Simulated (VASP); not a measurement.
# Na2Hg (P6/mmm) in VASP: single point with PBE

Aim: the single point of Na2Hg with PBE.

All numbers are computed with VASP 6.6.1; they aren't measurements. Logs are shortened: lines on timing, memory, paths and dates and some standing lists are left out, and cuts for length are marked.

### 1 The cell of the first run

The structure is hexagonal, space group P6/mmm (No. 191). Conventional cell: a = 5.367 Å, b = 5.367 Å, c = 3.258 Å, α = 90.00°, β = 90.00°, γ = 120.00°. Within 4.1 Å of Na (site symmetry -6m2) lie 5 Na at 3.10 to 3.26 Å and 6 Hg at 3.50 Å. Within 4.3 Å of Hg (site symmetry 6/mmm) lie 2 Hg at 3.26 Å and 12 Na at 3.50 Å.

### 2 Single point, PBE

Input file INCAR:

```
SYSTEM = Na2Hg
ALGO = Fast
EDIFF = 1E-6
ENCUT = 520
GGA = PE
ISIF = 2
ISMEAR = 0
LASPH = .True.
LCHARG = .False.
LREAL = .False.
LWAVE = .False.
NBANDS = 20
NELM = 100
PREC = Accurate
SIGMA = 0.1
```

Input file KPOINTS:

```
k-points
0
Gamma
  12 12 14
  0 0 0
```

Input file POSCAR:

```
Na2Hg
1.0
    5.3672383236      0.0000000000      0.0000000000
   -2.6836191618      4.6481647364      0.0000000000
    0.0000000000      0.0000000000      3.2580287516
Na Hg
2 1
Direct
    0.3333333333      0.6666666667      0.5000000000
    0.6666666667      0.3333333333      0.5000000000
    0.0000000000      0.0000000000      0.0000000000
```

Potentials or basis: VASP PAW PBE potentials, release 64 (Na_pv, Hg).

On the command line:

```console
$ cat potpaw_PBE.64/Na_pv/POTCAR potpaw_PBE.64/Hg/POTCAR > POTCAR
$ mpirun -np 1 vasp_std > vasp.out
```

OUTCAR:

```text
SYSTEM = Na2Hg
   EDIFF = 1E-6
   ENCUT = 520
   GGA = PE
   ISIF = 2
   ISMEAR = 0
   LASPH = .True.
   LREAL = .False.
   NELM = 100
   PREC = Accurate

 ion  position               nearest neighbor table
   1  0.333  0.667  0.500-
   2  0.667  0.333  0.500-
   3  0.000  0.000  0.000-

  LATTYP: Found a hexagonal cell.
 ALAT       =     5.3672383236
 C/A-ratio  =     0.6070214429

  Lattice vectors:

 A1 = (   5.3672383236,   0.0000000000,   0.0000000000)
 A2 = (  -2.6836191618,   4.6481647364,   0.0000000000)
 A3 = (   0.0000000000,   0.0000000000,   3.2580287516)

Analysis of symmetry for initial positions (statically):
=====================================================================
 Subroutine PRICEL returns:
 Original cell was already a primitive cell.

 Routine SETGRP: Setting up the symmetry group for a
 hexagonal supercell.

 Subroutine GETGRP returns: Found 24 space group operations
 (whereof 24 operations were pure point group operations)
 out of a pool of 24 trial point group operations.

The static configuration has the point symmetry D_6h.

Analysis of symmetry for dynamics (positions and initial velocities):
=====================================================================
 Subroutine PRICEL returns:
 Original cell was already a primitive cell.

 Routine SETGRP: Setting up the symmetry group for a
 hexagonal supercell.

 Subroutine GETGRP returns: Found 24 space group operations
 (whereof 24 operations were pure point group operations)
 out of a pool of 24 trial point group operations.

The dynamic configuration has the point symmetry D_6h.

 Subroutine INISYM returns: Found 24 space group operations
 (whereof 24 operations are pure point group operations),
 and found     1 'primitive' translations

----------------------------------------------------------------------------------------

                                     Primitive cell

  volume of cell :      81.2807

  direct lattice vectors                    reciprocal lattice vectors
     5.367238324  0.000000000  0.000000000     0.186315557  0.107569337  0.000000000
    -2.683619162  4.648164736  0.000000000     0.000000000  0.215138674  0.000000000
     0.000000000  0.000000000  3.258028752     0.000000000  0.000000000  0.306934062

  length of vectors
     5.367238324  5.367238324  3.258028752     0.215138674  0.215138674  0.306934062

  position of ions in fractional coordinates (direct lattice)
     0.333333333  0.666666667  0.500000000
     0.666666667  0.333333333  0.500000000
     0.000000000  0.000000000  0.000000000

  ion indices of the primitive-cell ions
   primitive index   ion index
                 1           1
                 2           2
                 3           3

----------------------------------------------------------------------------------------

 KPOINTS: k-points

Automatic generation of k-mesh.
 Grid dimensions read from file:
 generate k-points for:   12   12   14

 Generating k-lattice:

  Cartesian coordinates                     Fractional coordinates (reciprocal lattice)
     0.015526296  0.008964111  0.000000000     0.083333333  0.000000000  0.000000000
     0.000000000  0.017928223  0.000000000     0.000000000  0.083333333  0.000000000
     0.000000000  0.000000000  0.021923862     0.000000000  0.000000000  0.071428571

  Length of vectors
     0.017928223  0.017928223  0.021923862

  Shift w.r.t. Gamma in fractional coordinates (k-lattice)
     0.000000000  0.000000000  0.000000000

 Subroutine IBZKPT returns following result:
 ===========================================

 Found    152 irreducible k-points:

 Following reciprocal coordinates:
            Coordinates               Weight
  0.000000  0.000000  0.000000      1.000000
  0.083333  0.000000  0.000000      6.000000
  0.166667  0.000000  0.000000      6.000000
  0.250000  0.000000  0.000000      6.000000
  0.333333  0.000000  0.000000      6.000000
  0.416667  0.000000  0.000000      6.000000
[... 16 lines left out ...]
  0.250000  0.000000  0.071429     12.000000
  0.333333  0.000000  0.071429     12.000000
 [... further k-points ...]
   k-points           NKPTS =    152   k-points in BZ     NKDIM =    152   number of bands    NBANDS=     20
   number of dos      NEDOS =    301   number of ions     NIONS =      3
   total plane-waves  NPLWV =  38400
   dimension x,y,z NGX =    40 NGY =   40 NGZ =   24
   dimension x,y,z NGXF=    80 NGYF=   80 NGZF=   48
   ions per type =               2   1
   NGX,Y,Z   is equivalent  to a cutoff of  12.39, 12.39, 12.25 a.u.
   NGXF,Y,Z  is equivalent  to a cutoff of  24.78, 24.78, 24.49 a.u.
 SYSTEM =  Na2Hg
   PREC   = accura    normal or accurate (medium, high low for compatibility)
   ISTART =      0    job   : 0-new  1-cont  2-samecut
   ICHARG =      2    charge: 1-file 2-atom 10-const
   ISPIN  =      1    spin polarized calculation?
   LNONCOLLINEAR =      F non collinear calculations
   LSORBIT =      F    spin-orbit coupling
   LASPH  =      T    aspherical Exc in radial PAW
   ENCUT  =  520.0 eV  38.22 Ry    6.18 a.u.   9.98  9.98  6.06*2*pi/ulx,y,z
   NELM   =    100;   NELMIN=  2; NELMDL= -5     # of ELM steps
   EDIFF  = 0.1E-05   stopping-criterion for ELM
   LREAL  =      F    real-space projection
   EDIFFG = 0.1E-04   stopping-criterion for IOM
   NSW    =      0    number of steps for IOM
   IBRION =     -1    ionic relax: 0-MD 1-quasi-New 2-CG
   NFREE  =      0    steps in history (QN), initial steepest desc. (CG)
   ISIF   =      2    stress and relaxation
   ISYM   =      2    0-nonsym 1-usesym 2-fastsym
   POTIM  = 0.5000    time-step for ionic-motion
   TEBEG  =    0.0;   TEEND  =   0.0 temperature during run
   PSTRESS=    0.0 pullay stress
   NELECT =      26.0000    total number of electrons
   NUPDOWN=      -1.0000    fix difference up-down
   EMIN   =  10.00;   EMAX   =-10.00  energy-range for DOS
   EFERMI =   0.00;   METHOD = LEGACY
   ISMEAR =     0;   SIGMA  =   0.10  broadening in eV -4-tet -1-fermi 0-gaus
   EFERMI_NEDOS =   21; number of points for ismear=-14 and -15
   IALGO  =     68    algorithm
   IMIX   =      4    mixing-type and parameters
     AMIX     =   0.40;   BMIX     =  1.00
     AMIX_MAG =   1.60;   BMIX_MAG =  1.00
  volume/ion in A,a.u.               =      27.09       182.84
  Fermi-wavevector in a.u.,A,eV,Ry     =   1.119619  2.115773 17.055532  1.253546
  Thomas-Fermi vector in A             =   2.256259
   LORBIT       =      0    0 simple, 1 ext, 2 COOP (PROOUT), +10 PAW based schemes
   GGA     = PE    functional components
   LHFCALC =     F    Hartree Fock is set to
   AEXX    =    0.0000 exact exchange contribution
   IVDW    =     0    specifies the selected vdW correction
   LEPSILON=     F    determine dielectric tensor
   LRPA    =     F    only Hartree local field effects (RPA)
 non-spin polarized calculation
 RMM-DIIS sequential band-by-band and
 Gauss-broadening in eV      SIGMA  =   0.10
  energy-cutoff  :      520.00
  volume of cell :       81.28
 maximum number of plane-waves:      2224
 NGX is ok and might be reduce to    40
   NGX = 19   NGY = 19   NGZ = 13

 number of electron      25.9999991 magnetization

 Free energy of the ion-electron system (eV)
  ---------------------------------------------------
  ext. energy  EPLUGINS =         0.00000000
  ---------------------------------------------------
  free energy    TOTEN  =        -3.21750568 eV

  energy without entropy =       -3.21178447  energy(sigma->0) =       -3.21464507

 E-fermi :   1.6200     XC(G=0):  -8.2663

 val. band max:        1.6142989341   @ k =   0.3333   0.0000   0.3571
 cond. band min:       1.6199808076   @ k =   0.3333   0.3333   0.3571
 fundamental gap:      0.0056818734
 Fermi energy:         1.6199785338

 k-point     1 :       0.0000    0.0000    0.0000
  band No.  band energies     occupation
      1     -23.3427      2.00000
      2     -23.3427      2.00000
      3     -23.2748      2.00000
      4     -23.2680      2.00000
      5     -23.2680      2.00000
      6     -23.2589      2.00000
[... 12 lines left out ...]
     19      10.2884      0.00000
     20      11.2953      0.00000

 k-point     2 :       0.0833    0.0000    0.0000
  band No.  band energies     occupation
      1     -23.3432      2.00000
      2     -23.3418      2.00000
      3     -23.2746      2.00000
      4     -23.2690      2.00000
      5     -23.2675      2.00000
      6     -23.2592      2.00000
[... 12 lines left out ...]
     19      10.3279      0.00000
     20      11.3046      0.00000

 k-point     3 :       0.1667    0.0000    0.0000
  band No.  band energies     occupation
      1     -23.3445      2.00000
      2     -23.3392      2.00000
      3     -23.2739      2.00000
      4     -23.2718      2.00000
      5     -23.2662      2.00000
      6     -23.2599      2.00000
[... 12 lines left out ...]
     19      10.4432      0.00000
     20      11.3189      0.00000

 k-point     4 :       0.2500    0.0000    0.0000
  band No.  band energies     occupation
      1     -23.3462      2.00000
      2     -23.3353      2.00000
      3     -23.2760      2.00000
      4     -23.2728      2.00000
      5     -23.2645      2.00000
      6     -23.2610      2.00000
[... 12 lines left out ...]
     19      10.6230      0.00000
     20      11.2792      0.00000

 k-point     5 :       0.3333    0.0000    0.0000
  band No.  band energies     occupation
      1     -23.3479      2.00000
      2     -23.3308      2.00000
      3     -23.2807      2.00000
      4     -23.2715      2.00000
      5     -23.2628      2.00000
      6     -23.2623      2.00000
[... 12 lines left out ...]
     19      10.8411      0.00000
     20      11.0330      0.00000

 k-point     6 :       0.4167    0.0000    0.0000
  band No.  band energies     occupation
      1     -23.3491      2.00000
      2     -23.3270      2.00000
      3     -23.2848      2.00000
      4     -23.2702      2.00000
      5     -23.2636      2.00000
      6     -23.2617      2.00000
[... 12 lines left out ...]
     19      10.6581      0.00000
     20      10.9983      0.00000

 k-point     7 :       0.5000    0.0000    0.0000
  band No.  band energies     occupation
      1     -23.3495      2.00000
      2     -23.3254      2.00000
      3     -23.2865      2.00000
      4     -23.2695      2.00000
      5     -23.2642      2.00000
      6     -23.2612      2.00000
[... 12 lines left out ...]
     19      10.1593      0.00000
     20      11.1282      0.00000
[... 277 lines left out ...]
 k-point    20 :       0.0000    0.0000    0.0714
  band No.  band energies     occupation
      1     -23.3422      2.00000
      2     -23.3422      2.00000
      3     -23.2786      2.00000
      4     -23.2676      2.00000
      5     -23.2676      2.00000
      6     -23.2623      2.00000
[... 12 lines left out ...]
     19       8.9181      0.00000
     20      12.6133      0.00000

 k-point    21 :       0.0833    0.0000    0.0714
  band No.  band energies     occupation
      1     -23.3427      2.00000
      2     -23.3413      2.00000
      3     -23.2783      2.00000
      4     -23.2686      2.00000
      5     -23.2672      2.00000
      6     -23.2625      2.00000
[... 12 lines left out ...]
     19       8.9584      0.00000
     20      12.5803      0.00000

 k-point    22 :       0.1667    0.0000    0.0714
  band No.  band energies     occupation
      1     -23.3440      2.00000
      2     -23.3387      2.00000
      3     -23.2776      2.00000
      4     -23.2714      2.00000
      5     -23.2659      2.00000
      6     -23.2632      2.00000
[... 12 lines left out ...]
     19       9.0770      0.00000
     20      12.4400      0.00000

 k-point    23 :       0.2500    0.0000    0.0714
  band No.  band energies     occupation
      1     -23.3458      2.00000
      2     -23.3348      2.00000
      3     -23.2767      2.00000
      4     -23.2754      2.00000
      5     -23.2644      2.00000
      6     -23.2642      2.00000
[... 12 lines left out ...]
     19       9.2650      0.00000
     20      12.0993      0.00000

 k-point    24 :       0.3333    0.0000    0.0714
  band No.  band energies     occupation
      1     -23.3474      2.00000
      2     -23.3304      2.00000
      3     -23.2804      2.00000
      4     -23.2751      2.00000
      5     -23.2657      2.00000
      6     -23.2625      2.00000
[... 12 lines left out ...]
     19       9.5637      0.00000
     20      11.5678      0.00000

 [... further k-points ...]
[... 5 lines left out ...]
  --------------------------------------------------------------------------------------
  -------------------------------------------------------------------------------------
  Total        0.0076185      0.0076185      0.0170691      0.0000000     -0.0000000     -0.0000000
  in kB        0.1501726      0.1501726      0.3364601      0.0000000     -0.0000000     -0.0000000
  external PRESSURE =       0.2122685 kB  Pullay stress =       0.0000000 kB

 VOLUME and BASIS-vectors are now :
 -----------------------------------------------------------------------------
  energy-cutoff  :      520.00
  volume of cell :       81.28
      direct lattice vectors                 reciprocal lattice vectors
     5.367238324  0.000000000  0.000000000     0.186315557  0.107569337  0.000000000
    -2.683619162  4.648164736  0.000000000     0.000000000  0.215138674  0.000000000
     0.000000000  0.000000000  3.258028752     0.000000000  0.000000000  0.306934062

 POSITION                                       TOTAL-FORCE (eV/Angst)
 -----------------------------------------------------------------------------------
     -0.00000      3.09878      1.62901        -0.000000     -0.000000      0.000000
      2.68362      1.54939      1.62901         0.000000      0.000000      0.000000
      0.00000      0.00000      0.00000        -0.000000      0.000000      0.000000
 -----------------------------------------------------------------------------------
    total drift:                               -0.000000      0.000000      0.000000

  FREE ENERGIE OF THE ION-ELECTRON SYSTEM (eV)
  ---------------------------------------------------
  free  energy   TOTEN  =        -3.2175056776 eV

  energy  without entropy=       -3.2117844676  energy(sigma->0) =       -3.21464507
```

Run time: 5.1 min. Hardware: 1 thread of Oxide Virtual Turin-like, shared host; peak memory 0.32 GiB.

Results:

* Free energy: -3.2175 eV
* Pressure: 0.0 GPa
* Band gap on the k mesh: zero (bands 13 and 14 overlap by 3.99 eV)

Caveat: spin-orbit coupling is left out, which moves the levels of the heavy elements.
